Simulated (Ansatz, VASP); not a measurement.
## CdF2: VASP beside Ansatz

```
Cd F
1.0
     0.05137    2.68258    2.68258
     2.68258    0.05137    2.68258
     2.73395    2.73395    0.00000
Cd F
1 2
Direct
  0.00000 0.00000 0.00000
  0.24754 0.24754 0.25246
  0.75246 0.75246 0.74754
```

Change from the starting cell: shear_xy strain +3.8%.

Alike in both runs: task single point; functional r2SCAN; k mesh 8 × 8 × 8; no spin polarisation.

```csv
,VASP,Ansatz
version,VASP 6.6.1,Ansatz 0.2.0
potentials or method,"VASP PAW PBE potentials, release 64 (Cd_sv_GW, F)","plane waves, PAW"
plane-wave cutoff (eV),770,500
occupations,"gaussian, width 0.01 eV",fixed
valence electrons in the cell,34,34
```

```tsv
	VASP	Ansatz	Ansatz less VASP
gap on the k mesh at the Fermi level (eV)	3.83	3.84	+0.006
pressure (GPa)	1.2	1.6	+0.44
traceless stress, the component that is largest in VASP (GPa)	-0.99	-0.97	+0.018
```

VASP's potentials were made for PBE, not for r2SCAN.
